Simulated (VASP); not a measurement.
# MgO (P6_3mc) in VASP: notebook

The runs below take MgO through single point, with PBE.

Everything below comes from runs of VASP 6.6.1. Logs are shortened: lines on timing, memory, paths and dates and some standing lists are left out, and cuts for length are marked.

### 1 The cell of the first run

Symmetry: P6_3mc, No. 186, hexagonal system. The conventional cell has a = 3.113 Å, b = 3.113 Å, c = 5.627 Å, α = 90.00°, β = 90.00°, γ = 120.00°. Mg (site symmetry 3m) has 4 O at 1.88 to 2.25 Å within 2.5 Å. O (site symmetry 3m) has 4 Mg at 1.88 to 2.25 Å within 2.5 Å.

### 2 Single point, PBE

INCAR

```
ALGO = Normal
EDIFF = 1E-7
ENCUT = 520
GGA = PE
ISIF = 2
ISMEAR = 0
LASPH = True
LCHARG = False
LREAL = False
LWAVE = False
NBANDS = 16
NELM = 60
PREC = Accurate
SIGMA = 0.05
```

KPOINTS

```
k-points
0
Gamma
  9 9 6
```

POSCAR

```
MgO
1.0
    3.1127467302      0.0000000000      0.0000000000
   -1.5563733651      2.6957177438      0.0000000000
    0.0000000000      0.0000000000      5.6268854149
Mg O
2 2
Direct
    0.3333333333      0.6666666667      0.0021597400
    0.6666666667      0.3333333333      0.5021597400
    0.3333333333      0.6666666667      0.4024402600
    0.6666666667      0.3333333333      0.9024402600
```

Potentials or basis: VASP PAW PBE potentials, release 64 (Mg, O).

Started as:

```
$ cat potpaw_PBE.64/Mg/POTCAR potpaw_PBE.64/O/POTCAR > POTCAR
$ mpirun -np 1 vasp_std > vasp.out
```

OUTCAR:

```text
EDIFF = 1E-7
   ENCUT = 520
   GGA = PE
   ISIF = 2
   ISMEAR = 0
   LASPH = True
   LREAL = False
   NELM = 60
   PREC = Accurate

 ion  position               nearest neighbor table
   1  0.333  0.667  0.002-   4 1.88   4 1.88   4 1.88   3 2.25   2 3.34   2 3.34   2 3.34   2 3.34
                             2 3.34   2 3.34
   2  0.667  0.333  0.502-   3 1.88   3 1.88   3 1.88   4 2.25   1 3.34   1 3.34   1 3.34   1 3.34
                             1 3.34   1 3.34
   3  0.333  0.667  0.402-   2 1.88   2 1.88   2 1.88   1 2.25
   4  0.667  0.333  0.902-   1 1.88   1 1.88   1 1.88   2 2.25

  LATTYP: Found a hexagonal cell.
 ALAT       =     3.1127467302
 C/A-ratio  =     1.8076913744

  Lattice vectors:

 A1 = (   3.1127467302,   0.0000000000,   0.0000000000)
 A2 = (  -1.5563733651,   2.6957177438,   0.0000000000)
 A3 = (   0.0000000000,   0.0000000000,   5.6268854149)

Analysis of symmetry for initial positions (statically):
=====================================================================
 Subroutine PRICEL returns:
 Original cell was already a primitive cell.

 Routine SETGRP: Setting up the symmetry group for a
 hexagonal supercell.

 Subroutine GETGRP returns: Found 12 space group operations
 (whereof  6 operations were pure point group operations)
 out of a pool of 24 trial point group operations.

The static configuration has the point symmetry C_3v.
 The point group associated with its full space group is C_6v.

Analysis of symmetry for dynamics (positions and initial velocities):
=====================================================================
 Subroutine PRICEL returns:
 Original cell was already a primitive cell.

 Routine SETGRP: Setting up the symmetry group for a
 hexagonal supercell.

 Subroutine GETGRP returns: Found 12 space group operations
 (whereof  6 operations were pure point group operations)
 out of a pool of 24 trial point group operations.

The dynamic configuration has the point symmetry C_3v.
 The point group associated with its full space group is C_6v.

 Subroutine INISYM returns: Found 12 space group operations
 (whereof  6 operations are pure point group operations),
 and found     1 'primitive' translations

----------------------------------------------------------------------------------------

                                     Primitive cell

  volume of cell :      47.2157

  direct lattice vectors                    reciprocal lattice vectors
     3.112746730  0.000000000  0.000000000     0.321259674  0.185479359  0.000000000
    -1.556373365  2.695717744  0.000000000     0.000000000  0.370958719  0.000000000
     0.000000000  0.000000000  5.626885415     0.000000000  0.000000000  0.177718209

  length of vectors
     3.112746730  3.112746730  5.626885415     0.370958719  0.370958719  0.177718209

  position of ions in fractional coordinates (direct lattice)
     0.333333333  0.666666667  0.002159740
     0.666666667  0.333333333  0.502159740
     0.333333333  0.666666667  0.402440260
     0.666666667  0.333333333  0.902440260

  ion indices of the primitive-cell ions
   primitive index   ion index
                 1           1
                 2           2
                 3           3
                 4           4

----------------------------------------------------------------------------------------

 KPOINTS: k-points

Automatic generation of k-mesh.
 Grid dimensions read from file:
 generate k-points for:    9    9    6

 Generating k-lattice:

  Cartesian coordinates                     Fractional coordinates (reciprocal lattice)
     0.035695519  0.020608818  0.000000000     0.111111111  0.000000000  0.000000000
     0.000000000  0.041217635  0.000000000     0.000000000  0.111111111  0.000000000
     0.000000000  0.000000000  0.029619702     0.000000000  0.000000000  0.166666667

  Length of vectors
     0.041217635  0.041217635  0.029619702

  Shift w.r.t. Gamma in fractional coordinates (k-lattice)
     0.000000000  0.000000000  0.000000000

 Subroutine IBZKPT returns following result:
 ===========================================

 Found     48 irreducible k-points:

 Following reciprocal coordinates:
            Coordinates               Weight
  0.000000  0.000000  0.000000      1.000000
  0.111111  0.000000  0.000000      6.000000
  0.222222 -0.000000  0.000000      6.000000
  0.333333 -0.000000  0.000000      6.000000
  0.444444 -0.000000  0.000000      6.000000
  0.111111  0.111111  0.000000      6.000000
[... 16 lines left out ...]
  0.333333  0.222222  0.166667     24.000000
  0.333333  0.333333  0.166667      4.000000
 [... further k-points ...]
   k-points           NKPTS =     48   k-points in BZ     NKDIM =     48   number of bands    NBANDS=     16
   number of dos      NEDOS =    301   number of ions     NIONS =      4
   total plane-waves  NPLWV =  24192
   dimension x,y,z NGX =    24 NGY =   24 NGZ =   42
   dimension x,y,z NGXF=    48 NGYF=   48 NGZF=   84
   ions per type =               2   2
   NGX,Y,Z   is equivalent  to a cutoff of  12.82, 12.82, 12.41 a.u.
   NGXF,Y,Z  is equivalent  to a cutoff of  25.64, 25.64, 24.82 a.u.
 SYSTEM =  unknown system
   PREC   = accura    normal or accurate (medium, high low for compatibility)
   ISTART =      0    job   : 0-new  1-cont  2-samecut
   ICHARG =      2    charge: 1-file 2-atom 10-const
   ISPIN  =      1    spin polarized calculation?
   LNONCOLLINEAR =      F non collinear calculations
   LSORBIT =      F    spin-orbit coupling
   LASPH  =      T    aspherical Exc in radial PAW
   ENCUT  =  520.0 eV  38.22 Ry    6.18 a.u.   5.79  5.79 10.46*2*pi/ulx,y,z
   NELM   =     60;   NELMIN=  2; NELMDL= -5     # of ELM steps
   EDIFF  = 0.1E-06   stopping-criterion for ELM
   LREAL  =      F    real-space projection
   EDIFFG = 0.1E-05   stopping-criterion for IOM
   NSW    =      0    number of steps for IOM
   IBRION =     -1    ionic relax: 0-MD 1-quasi-New 2-CG
   NFREE  =      0    steps in history (QN), initial steepest desc. (CG)
   ISIF   =      2    stress and relaxation
   ISYM   =      2    0-nonsym 1-usesym 2-fastsym
   POTIM  = 0.5000    time-step for ionic-motion
   TEBEG  =    0.0;   TEEND  =   0.0 temperature during run
   PSTRESS=    0.0 pullay stress
   NELECT =      16.0000    total number of electrons
   NUPDOWN=      -1.0000    fix difference up-down
   EMIN   =  10.00;   EMAX   =-10.00  energy-range for DOS
   EFERMI =   0.00;   METHOD = LEGACY
   ISMEAR =     0;   SIGMA  =   0.05  broadening in eV -4-tet -1-fermi 0-gaus
   EFERMI_NEDOS =   21; number of points for ismear=-14 and -15
   IALGO  =     38    algorithm
   IMIX   =      4    mixing-type and parameters
     AMIX     =   0.40;   BMIX     =  1.00
     AMIX_MAG =   1.60;   BMIX_MAG =  1.00
  volume/ion in A,a.u.               =      11.80        79.66
  Fermi-wavevector in a.u.,A,eV,Ry     =   1.141351  2.156842 17.724080  1.302683
  Thomas-Fermi vector in A             =   2.278052
   LORBIT       =      0    0 simple, 1 ext, 2 COOP (PROOUT), +10 PAW based schemes
   GGA     = PE    functional components
   LHFCALC =     F    Hartree Fock is set to
   AEXX    =    0.0000 exact exchange contribution
   IVDW    =     0    specifies the selected vdW correction
   LEPSILON=     F    determine dielectric tensor
   LRPA    =     F    only Hartree local field effects (RPA)
 non-spin polarized calculation
 Gauss-broadening in eV      SIGMA  =   0.05
  energy-cutoff  :      520.00
  volume of cell :       47.22
 maximum number of plane-waves:      1283
 NGX is ok and might be reduce to    24

 number of electron      15.9999988 magnetization

 Free energy of the ion-electron system (eV)
  ---------------------------------------------------
  ext. energy  EPLUGINS =         0.00000000
  ---------------------------------------------------
  free energy    TOTEN  =       -22.92055594 eV

  energy without entropy =      -22.92055594  energy(sigma->0) =      -22.92055594

 E-fermi :   1.0122     XC(G=0):  -9.7136

 val. band max:        0.7975225943   @ k =   0.0000   0.0000   0.0000
 cond. band min:       4.4532887029   @ k =   0.0000   0.0000   0.0000
 fundamental gap:      3.6557661086
 Fermi energy:         1.0121772624

 k-point     1 :       0.0000    0.0000    0.0000
  band No.  band energies     occupation
      1     -15.1716      2.00000
      2     -14.6516      2.00000
      3      -2.3779      2.00000
      4       0.6666      2.00000
      5       0.6666      2.00000
      6       0.7186      2.00000
[... 8 lines left out ...]
     15      18.4993      0.00000
     16      18.8817      0.00000

 k-point     2 :       0.1111    0.0000    0.0000
  band No.  band energies     occupation
      1     -15.0974      2.00000
      2     -14.6043      2.00000
      3      -2.2300      2.00000
      4       0.2579      2.00000
      5       0.3975      2.00000
      6       0.5958      2.00000
[... 8 lines left out ...]
     15      17.7201      0.00000
     16      18.2540      0.00000

 k-point     3 :       0.2222   -0.0000    0.0000
  band No.  band energies     occupation
      1     -14.9006      2.00000
      2     -14.4855      2.00000
      3      -1.8132      2.00000
      4      -0.6741      2.00000
      5      -0.2964      2.00000
      6       0.4436      2.00000
[... 8 lines left out ...]
     15      17.0642      0.00000
     16      17.9268      0.00000

 k-point     4 :       0.3333   -0.0000    0.0000
  band No.  band energies     occupation
      1     -14.6543      2.00000
      2     -14.3574      2.00000
      3      -1.5049      2.00000
      4      -1.2216      2.00000
      5      -0.9701      2.00000
      6       0.2912      2.00000
[... 8 lines left out ...]
     15      16.3609      0.00000
     16      18.0425      0.00000

 k-point     5 :       0.4444   -0.0000    0.0000
  band No.  band energies     occupation
      1     -14.4659      2.00000
      2     -14.2911      2.00000
      3      -1.9773      2.00000
      4      -1.3853      2.00000
      5      -0.6409      2.00000
      6       0.1987      2.00000
[... 8 lines left out ...]
     15      15.9435      0.00000
     16      18.1394      0.00000

 k-point     6 :       0.1111    0.1111    0.0000
  band No.  band energies     occupation
      1     -14.9618      2.00000
      2     -14.5211      2.00000
      3      -1.9473      2.00000
      4      -0.3674      2.00000
      5      -0.1208      2.00000
      6       0.5150      2.00000
[... 8 lines left out ...]
     15      16.6743      0.00000
     16      17.9797      0.00000
[... 267 lines left out ...]
 k-point    21 :       0.4444    0.1111    0.1667
  band No.  band energies     occupation
      1     -14.4027      2.00000
      2     -14.2872      2.00000
      3      -1.9615      2.00000
      4      -1.4598      2.00000
      5      -0.3856      2.00000
      6       0.0339      2.00000
[... 8 lines left out ...]
     15      15.1950      0.00000
     16      17.8845      0.00000

 k-point    22 :       0.2222    0.2222    0.1667
  band No.  band energies     occupation
      1     -14.5228      2.00000
      2     -14.3223      2.00000
      3      -1.5153      2.00000
      4      -1.2839      2.00000
      5      -0.5714      2.00000
      6      -0.1436      2.00000
[... 8 lines left out ...]
     15      14.6125      0.00000
     16      18.3777      0.00000

 k-point    23 :       0.3333    0.2222    0.1667
  band No.  band energies     occupation
      1     -14.3731      2.00000
      2     -14.2764      2.00000
      3      -1.6744      2.00000
      4      -1.2273      2.00000
      5      -0.5750      2.00000
      6      -0.2570      2.00000
[... 8 lines left out ...]
     15      14.6203      0.00000
     16      18.3260      0.00000

 k-point    24 :       0.3333    0.3333    0.1667
  band No.  band energies     occupation
      1     -14.2913      2.00000
      2     -14.2913      2.00000
      3      -1.4553      2.00000
      4      -0.9463      2.00000
      5      -0.9463      2.00000
      6      -0.6739      2.00000
[... 8 lines left out ...]
     15      14.6419      0.00000
     16      19.4492      0.00000

 [... further k-points ...]

------------------------ aborting loop because EDIFF is reached ----------------------------------------

  FORCE on cell =-STRESS in cart. coord.  units (eV):
  Direction    XX          YY          ZZ          XY          YZ          ZX
  --------------------------------------------------------------------------------------
  -------------------------------------------------------------------------------------
  Total        6.4007795      6.4007795     -3.3294165      0.0000000      0.0000000     -0.0000000
  in kB      217.1986771    217.1986771   -112.9776236      0.0000000      0.0000000     -0.0000000
  external PRESSURE =     107.1399102 kB  Pullay stress =       0.0000000 kB

 VOLUME and BASIS-vectors are now :
 -----------------------------------------------------------------------------
  energy-cutoff  :      520.00
  volume of cell :       47.22
      direct lattice vectors                 reciprocal lattice vectors
     3.112746730  0.000000000  0.000000000     0.321259674  0.185479359  0.000000000
    -1.556373365  2.695717744  0.000000000     0.000000000  0.370958719  0.000000000
     0.000000000  0.000000000  5.626885415     0.000000000  0.000000000  0.177718209

 POSITION                                       TOTAL-FORCE (eV/Angst)
 -----------------------------------------------------------------------------------
     -0.00000      1.79715      0.01215         0.000000     -0.000000      1.144000
      1.55637      0.89857      2.82560        -0.000000      0.000000      1.144000
     -0.00000      1.79715      2.26449         0.000000     -0.000000     -1.144000
      1.55637      0.89857      5.07793        -0.000000      0.000000     -1.144000
 -----------------------------------------------------------------------------------
    total drift:                               -0.000000     -0.000000     -0.001868

  FREE ENERGIE OF THE ION-ELECTRON SYSTEM (eV)
  ---------------------------------------------------
  free  energy   TOTEN  =       -22.9205559379 eV

  energy  without entropy=      -22.9205559379  energy(sigma->0) =      -22.92055594
```

Wall time 32 s (1 thread of Intel Xeon Platinum 8259CL at 2.50GHz (Skylake/Cascade Lake), shared host); peak memory 0.18 GiB.

Results:

| Item | Value |
| --- | --- |
| Free energy | -22.9206 eV |
| Pressure | 10.7 GPa |
| Largest force | 1.144 eV/Å |
| Band gap on the k mesh | 3.66 eV, direct |

Forces on the atoms (eV/Å):
```
Mg   0.000  0.000  1.144
Mg   0.000  0.000  1.144
O    0.000  0.000 -1.144
O    0.000  0.000 -1.144
```

Caveat: forces of over 1 eV/Å act on the atoms, so gaps and moduli don't describe the material at rest. A k mesh can miss the band edges.

### 3 Single point, PBE

This run uses another cell than the first one, of the same volume but with other edges.

INCAR

```
  PREC = Accurate
  ENCUT = 520
  EDIFF = 1E-7
  ISMEAR = 0
  SIGMA = 0.05
  LREAL = False
  LASPH = True
  NELM = 60
  ALGO = Normal
  ISIF = 2
  LWAVE = False
  LCHARG = True
  GGA = PE
  LELF = True
  LVHAR = True
  NBANDS = 16
```

KPOINTS

```
Automatic mesh
0
Gamma
  9 9 6
```

POSCAR

```
MgO
1.0
    3.4010127377      0.0000000000      0.0000000000
   -1.7005063689      2.9453634294      0.0000000000
    0.0000000000      0.0000000000      4.7134523992
Mg O
2 2
Direct
    0.3333333333      0.6666666667      0.0021597400
    0.6666666667      0.3333333333      0.5021597400
    0.3333333333      0.6666666667      0.4024402600
    0.6666666667      0.3333333333      0.9024402600
```

Potentials or basis: VASP PAW PBE potentials, release 64 (Mg, O).

Started as:

```
$ cat potpaw_PBE.64/Mg/POTCAR potpaw_PBE.64/O/POTCAR > POTCAR
$ mpirun -np 1 vasp_std > vasp.out
```

OUTCAR:

```text
PREC = Accurate
   ENCUT = 520
   EDIFF = 1E-7
   ISMEAR = 0
   LREAL = False
   LASPH = True
   NELM = 60
   ISIF = 2
   GGA = PE

 ion  position               nearest neighbor table
   1  0.333  0.667  0.002-   3 1.89   4 2.02   4 2.02   4 2.02   2 3.07   2 3.07   2 3.07   2 3.07
                             2 3.07   2 3.07
   2  0.667  0.333  0.502-   4 1.89   3 2.02   3 2.02   3 2.02   1 3.07   1 3.07   1 3.07   1 3.07
                             1 3.07   1 3.07
   3  0.333  0.667  0.402-   1 1.89   2 2.02   2 2.02   2 2.02
   4  0.667  0.333  0.902-   2 1.89   1 2.02   1 2.02   1 2.02

  LATTYP: Found a hexagonal cell.
 ALAT       =     3.4010127377
 C/A-ratio  =     1.3858967204

  Lattice vectors:

 A1 = (   3.4010127377,   0.0000000000,   0.0000000000)
 A2 = (  -1.7005063689,   2.9453634294,   0.0000000000)
 A3 = (   0.0000000000,   0.0000000000,   4.7134523992)

Analysis of symmetry for initial positions (statically):
=====================================================================
 Subroutine PRICEL returns:
 Original cell was already a primitive cell.

[... 179 lines left out ...]
 cond. band min:       4.6056097734   @ k =   0.0000   0.0000   0.0000
 fundamental gap:      3.3496997526
 Fermi energy:         1.5297158390

 k-point     1 :       0.0000    0.0000    0.0000
  band No.  band energies     occupation
      1     -15.1199      2.00000
      2     -14.1704      2.00000
      3      -1.9765      2.00000
      4       0.2263      2.00000
      5       0.2263      2.00000
      6       0.7110      2.00000
[... 433 lines left out ...]
      3      -1.5953      2.00000
      4      -1.0971      2.00000
      5      -1.0971      2.00000
      6      -0.0479      2.00000
[... 8 lines left out ...]
     15      14.7810      0.00000
     16      17.9440      0.00000

 [... further k-points ...]

------------------------ aborting loop because EDIFF is reached ----------------------------------------

  FORCE on cell =-STRESS in cart. coord.  units (eV):
  Direction    XX          YY          ZZ          XY          YZ          ZX
  --------------------------------------------------------------------------------------
  -------------------------------------------------------------------------------------
  Total       -0.8105925     -0.8105925      4.4628315      0.0000000     -0.0000000      0.0000000
  in kB      -27.5059646    -27.5059646    151.4379756      0.0000000     -0.0000000      0.0000000
  external PRESSURE =      32.1420154 kB  Pullay stress =       0.0000000 kB

 VOLUME and BASIS-vectors are now :
 -----------------------------------------------------------------------------
  energy-cutoff  :      520.00
  volume of cell :       47.22
      direct lattice vectors                 reciprocal lattice vectors
     3.401012738  0.000000000  0.000000000     0.294030066  0.169758338  0.000000000
    -1.700506369  2.945363429  0.000000000     0.000000000  0.339516676  0.000000000
     0.000000000  0.000000000  4.713452399     0.000000000  0.000000000  0.212158714

 POSITION                                       TOTAL-FORCE (eV/Angst)
 -----------------------------------------------------------------------------------
     -0.00000      1.96358      0.01018        -0.000000      0.000000     -1.120350
      1.70051      0.98179      2.36691         0.000000     -0.000000     -1.120350
     -0.00000      1.96358      1.89688        -0.000000      0.000000      1.120350
      1.70051      0.98179      4.25361         0.000000     -0.000000      1.120350
 -----------------------------------------------------------------------------------
    total drift:                               -0.000000      0.000000      0.001111

  FREE ENERGIE OF THE ION-ELECTRON SYSTEM (eV)
  ---------------------------------------------------
  free  energy   TOTEN  =       -23.3752407721 eV

  energy  without entropy=      -23.3752407721  energy(sigma->0) =      -23.37524077
```

Wall time 38 s (1 thread of Intel Xeon Platinum 8259CL at 2.50GHz (Skylake/Cascade Lake), shared host); peak memory 0.19 GiB.

Results:

| Quantity | Value |
| --- | --- |
| Free energy | -23.3752 eV |
| Pressure | 3.2 GPa |
| Largest force | 1.120 eV/Å |
| Band gap on the k mesh | 3.35 eV, direct |

Forces in eV/Å, atoms in the order of the input:
```
Mg   0.000  0.000 -1.120
Mg   0.000  0.000 -1.120
O    0.000  0.000  1.120
O    0.000  0.000  1.120
```

Levels at points of the mesh, in eV from the valence-band top:
```tsv
k point	band 6	band 7	band 8	band 9	band 10	band 11
(0.00, 0.00, 0.00)	-0.54	-0.54	0.00	3.35	8.37	10.77
(0.00, 0.00, 0.50)	-0.79	-0.79	-0.79	5.92	5.92	13.75
```

Caveat: forces of over 1 eV/Å act on the atoms, so gaps and moduli don't describe the material at rest.
